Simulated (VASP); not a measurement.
# Fe (Fd-3m) in VASP: a series of runs, part 2 of 2

VASP 6.6.1.

## (4) Single point, PBE, collinear spin, ferromagnetic start (14.47 Å³/atom)

This run uses another cell than the first one, of 14.47 Å³/atom.

The input, INCAR:

```
SYSTEM = Fe
PREC = Accurate
ENCUT = 690
EDIFF = 1E-6
ISMEAR = -1
SIGMA = 0.05
LREAL = .FALSE.
LASPH = .TRUE.
NELM = 200
ALGO = Normal
ISIF = 2
LWAVE = .FALSE.
LCHARG = .FALSE.
ISPIN = 2
MAGMOM = 2.5 2.5
LORBIT = 11
LMAXMIX = 4
GGA = PE
NBANDS = 27
GGA_COMPAT = .FALSE.
```

The input, KPOINTS:

```
regular mesh
0
G
  13 13 13
  0 0 0
```

The input, POSCAR:

```
Fe
1.0
    0.0000000000      2.4366706268      2.4366706268
    2.4366706268      0.0000000000      2.4366706268
    2.4366706268      2.4366706268      0.0000000000
Fe
2
Direct
    0.1250000000      0.1250000000      0.1250000000
    0.8750000000      0.8750000000      0.8750000000
```

Potentials or basis: VASP PAW PBE potentials, release 64 (Fe_sv).

The run is started by

```sh
> cat potpaw_PBE.64/Fe_sv/POTCAR > POTCAR
> mpirun -np 1 vasp_std > vasp.out
```

OUTCAR:

```text
SYSTEM = Fe
   PREC = Accurate
   ENCUT = 690
   EDIFF = 1E-6
   ISMEAR = -1
   LREAL = .FALSE.
   LASPH = .TRUE.
   NELM = 200
   ISIF = 2
   ISPIN = 2
   LORBIT = 11
   GGA = PE

 ion  position               nearest neighbor table
   1  0.125  0.125  0.125-   2 2.11   2 2.11   2 2.11   2 2.11
   2  0.875  0.875  0.875-   1 2.11   1 2.11   1 2.11   1 2.11

  LATTYP: Found a face centered cubic cell.
 ALAT       =     4.8733412536

  Lattice vectors:

 A1 = (   0.0000000000,   2.4366706268,   2.4366706268)
 A2 = (   2.4366706268,   0.0000000000,   2.4366706268)
 A3 = (   2.4366706268,   2.4366706268,   0.0000000000)

Analysis of symmetry for initial positions (statically):
=====================================================================
 Subroutine PRICEL returns:
 Original cell was already a primitive cell.

 Routine SETGRP: Setting up the symmetry group for a
 face centered cubic supercell.

 Subroutine GETGRP returns: Found 48 space group operations
 (whereof 12 operations were pure point group operations)
 out of a pool of 48 trial point group operations.

The static configuration has the point symmetry D_3d.
 The point group associated with its full space group is O_h .

Analysis of symmetry for dynamics (positions and initial velocities):
=====================================================================
 Subroutine PRICEL returns:
 Original cell was already a primitive cell.

 Routine SETGRP: Setting up the symmetry group for a
 face centered cubic supercell.

 Subroutine GETGRP returns: Found 48 space group operations
 (whereof 12 operations were pure point group operations)
 out of a pool of 48 trial point group operations.

The dynamic configuration has the point symmetry D_3d.
 The point group associated with its full space group is O_h .

Analysis of structural, dynamic, and magnetic symmetry:
=====================================================================
 Subroutine PRICEL returns:
 Original cell was already a primitive cell.

 Routine SETGRP: Setting up the symmetry group for a
 face centered cubic supercell.

 Subroutine GETGRP returns: Found 48 space group operations
 (whereof 12 operations were pure point group operations)
 out of a pool of 48 trial point group operations.

The overall configuration has the point symmetry D_3d.
 The point group associated with its full space group is O_h .

 Subroutine INISYM returns: Found 48 space group operations
 (whereof 12 operations are pure point group operations),
 and found     1 'primitive' translations

----------------------------------------------------------------------------------------

                                     Primitive cell

  volume of cell :      28.9348

  direct lattice vectors                    reciprocal lattice vectors
     0.000000000  2.436670627  2.436670627    -0.205198025  0.205198025  0.205198025
     2.436670627  0.000000000  2.436670627     0.205198025 -0.205198025  0.205198025
     2.436670627  2.436670627  0.000000000     0.205198025  0.205198025 -0.205198025

  length of vectors
     3.445972647  3.445972647  3.445972647     0.355413405  0.355413405  0.355413405

  position of ions in fractional coordinates (direct lattice)
     0.125000000  0.125000000  0.125000000
     0.875000000  0.875000000  0.875000000

  ion indices of the primitive-cell ions
   primitive index   ion index
                 1           1
                 2           2

----------------------------------------------------------------------------------------

[... 69 lines left out ...]
   EDIFF  = 0.1E-05   stopping-criterion for ELM
   LREAL  =      F    real-space projection
   EDIFFG = 0.1E-04   stopping-criterion for IOM
   NSW    =      0    number of steps for IOM
   IBRION =     -1    ionic relax: 0-MD 1-quasi-New 2-CG
   NFREE  =      0    steps in history (QN), initial steepest desc. (CG)
   ISIF   =      2    stress and relaxation
   ISYM   =      2    0-nonsym 1-usesym 2-fastsym
   POTIM  = 0.5000    time-step for ionic-motion
   TEBEG  =    0.0;   TEEND  =   0.0 temperature during run
   PSTRESS=    0.0 pullay stress
   NELECT =      32.0000    total number of electrons
   NUPDOWN=      -1.0000    fix difference up-down
   EMIN   =  10.00;   EMAX   =-10.00  energy-range for DOS
   EFERMI =   0.00;   METHOD = LEGACY
   ISMEAR =    -1;   SIGMA  =   0.05  broadening in eV -4-tet -1-fermi 0-gaus
   EFERMI_NEDOS =   21; number of points for ismear=-14 and -15
   IALGO  =     38    algorithm
   IMIX   =      4    mixing-type and parameters
     AMIX     =   0.40;   BMIX     =  1.00
     AMIX_MAG =   1.60;   BMIX_MAG =  1.00
  volume/ion in A,a.u.               =      14.47        97.63
  Fermi-wavevector in a.u.,A,eV,Ry     =   1.692978  3.199265 38.996674  2.866175
  Thomas-Fermi vector in A             =   2.774467
   LORBIT       =     11    0 simple, 1 ext, 2 COOP (PROOUT), +10 PAW based schemes
   GGA     = PE    functional components
   LHFCALC =     F    Hartree Fock is set to
   AEXX    =    0.0000 exact exchange contribution
   IVDW    =     0    specifies the selected vdW correction
   LEPSILON=     F    determine dielectric tensor
   LRPA    =     F    only Hartree local field effects (RPA)
 spin polarized calculation
  energy-cutoff  :      690.00
  volume of cell :       28.93
 maximum number of plane-waves:      1243
 NGX is ok and might be reduce to    30
   NGX = 15   NGY = 15   NGZ = 15

 number of electron      32.0000006 magnetization      -0.0000863

 number of electron      32.0000006 magnetization       0.0002500

 Free energy of the ion-electron system (eV)
  ---------------------------------------------------
  ext. energy  EPLUGINS =         0.00000000
  ---------------------------------------------------
  free energy    TOTEN  =       -14.15861130 eV

  energy without entropy =      -14.13815713  energy(sigma->0) =      -14.14838421

 E-fermi :   8.5286     XC(G=0): -11.9741

 val. band max:        8.5262709822   @ k =   0.3846   0.0000   0.0000
 cond. band min:       8.5483740594   @ k =   0.2308   0.2308   0.0000
 fundamental gap:      0.0221030772
 Fermi energy:         8.5286019727

 spin component 1

 k-point     1 :       0.0000    0.0000    0.0000
  band No.  band energies     occupation
      1     -78.5792      1.00000
      2     -78.1840      1.00000
      3     -44.7763      1.00000
      4     -44.7763      1.00000
      5     -44.7763      1.00000
      6     -44.1825      1.00000
[... 709 lines left out ...]
     26      26.7892      0.00000
     27      28.5018      0.00000

 [... further k-points ...]

 spin component 2

 k-point     1 :       0.0000    0.0000    0.0000
  band No.  band energies     occupation
      1     -78.5791      1.00000
      2     -78.1839      1.00000
      3     -44.7762      1.00000
      4     -44.7762      1.00000
      5     -44.7762      1.00000
      6     -44.1824      1.00000
[... 709 lines left out ...]
     26      26.7894      0.00000
     27      28.5019      0.00000

 [... further k-points ...]

------------------------ aborting loop because EDIFF is reached ----------------------------------------

  FORCE on cell =-STRESS in cart. coord.  units (eV):
  Direction    XX          YY          ZZ          XY          YZ          ZX
  --------------------------------------------------------------------------------------
  -------------------------------------------------------------------------------------
  Total       -0.1878500     -0.1878500     -0.1878500     -0.0000000     -0.0000000     -0.0000000
  in kB      -10.4016275    -10.4016275    -10.4016275     -0.0000000     -0.0000000     -0.0000000
  external PRESSURE =     -10.4016275 kB  Pullay stress =       0.0000000 kB

 VOLUME and BASIS-vectors are now :
 -----------------------------------------------------------------------------
  energy-cutoff  :      690.00
  volume of cell :       28.93
      direct lattice vectors                 reciprocal lattice vectors
     0.000000000  2.436670627  2.436670627    -0.205198025  0.205198025  0.205198025
     2.436670627  0.000000000  2.436670627     0.205198025 -0.205198025  0.205198025
     2.436670627  2.436670627  0.000000000     0.205198025  0.205198025 -0.205198025

 POSITION                                       TOTAL-FORCE (eV/Angst)
 -----------------------------------------------------------------------------------
      0.60917      0.60917      0.60917        -0.000000      0.000000      0.000000
      4.26417      4.26417      4.26417         0.000000     -0.000000     -0.000000
 -----------------------------------------------------------------------------------
    total drift:                               -0.000000      0.000000      0.000000

  FREE ENERGIE OF THE ION-ELECTRON SYSTEM (eV)
  ---------------------------------------------------
  free  energy   TOTEN  =       -14.1586112965 eV

  energy  without entropy=      -14.1381571261  energy(sigma->0) =      -14.14838421

 total charge

# of ion       s       p       d       tot
------------------------------------------
    1        2.238   6.017   5.660  13.915
    2        2.238   6.017   5.660  13.915
--------------------------------------------------
tot          4.476  12.034  11.319  27.829

 magnetization (x)

# of ion       s       p       d       tot
------------------------------------------
    1       -0.000   0.000   0.000   0.000
    2       -0.000   0.000   0.000   0.000
--------------------------------------------------
tot         -0.000   0.000   0.000   0.000
```

OSZICAR:

```text
N       E                     dE             d eps       ncg     rms          rms(c)
DAV:   1     0.758747987765E+03    0.75875E+03   -0.22477E+04  9072   0.218E+03
DAV:   2     0.407046657786E+02   -0.71804E+03   -0.69015E+03  9078   0.713E+02
DAV:   3    -0.123546101113E+02   -0.53059E+02   -0.51991E+02  9971   0.246E+02
DAV:   4    -0.142324740117E+02   -0.18779E+01   -0.18766E+01 10738   0.585E+01
DAV:   5    -0.143226155257E+02   -0.90142E-01   -0.90137E-01 10588   0.122E+01    0.200E+01
DAV:   6    -0.143947343741E+02   -0.72119E-01   -0.95121E+00 10804   0.549E+01    0.780E+00
DAV:   7    -0.141304860652E+02    0.26425E+00   -0.16553E+00 10789   0.260E+01    0.285E+00
DAV:   8    -0.141476070520E+02   -0.17121E-01   -0.36062E-02 11522   0.257E+00    0.148E+00
DAV:   9    -0.141565120088E+02   -0.89050E-02   -0.11073E-02 13493   0.135E+00    0.848E-01
DAV:  10    -0.141585012933E+02   -0.19893E-02   -0.40882E-03 13120   0.806E-01    0.112E-01
DAV:  11    -0.141586109702E+02   -0.10968E-03   -0.44371E-04  9984   0.303E-01    0.433E-02
DAV:  12    -0.141586109396E+02    0.30615E-07   -0.16432E-05 10275   0.617E-02    0.154E-02
DAV:  13    -0.141586112965E+02   -0.35693E-06   -0.74654E-07  7013   0.156E-02
   1 F= -.14158611E+02 E0= -.14148384E+02  d E =-.204542E-01  mag=    -0.0002
```

stdout:

```text
POSCAR found type information on POSCAR Fe
 POSCAR found :  1 types and       2 ions
 scaLAPACK will be used
 LDA part: xc-table for (Slater+PW92), standard interpolation
 POSCAR, INCAR and KPOINTS ok, starting setup
 FFT: planning ... GRIDC
 FFT: planning ... GRID_SOFT
 FFT: planning ... GRID
 WAVECAR not read
 entering main loop
```

It took 1.7 min on 1 thread of Intel Xeon Platinum 8488C (Sapphire Rapids), shared host; peak memory 0.28 GiB.

What came out:

```yaml
Free_energy: -14.1586 eV
Pressure: -1.0 GPa
Band_gap_on_the_k_mesh: zero (filled and empty bands overlap)
Net_moment: 0.00 μB per cell
Valence_electrons_inside_the_program's_atomic_spheres: Fe 13.91
```

Levels at points of the mesh, in eV from the Fermi level:
Spin up:
```
           k point  band 14  band 15  band 16  band 17  band 18  band 19
(0.00, 0.00, 0.00)    -2.44    -0.39    -0.39    -0.39     1.25     1.25
```
Spin down:
```
           k point  band 12  band 13  band 14  band 15  band 16  band 17  band 18  band 19  band 20  band 21
(0.00, 0.00, 0.00)    -2.44    -2.44    -2.44    -0.39    -0.39    -0.39     1.25     1.25    14.24    14.24
```

Caveat: the moments typed at the start vanished in this run.

The gap in the log of VASP goes by the Fermi energy; the results here count the filled bands.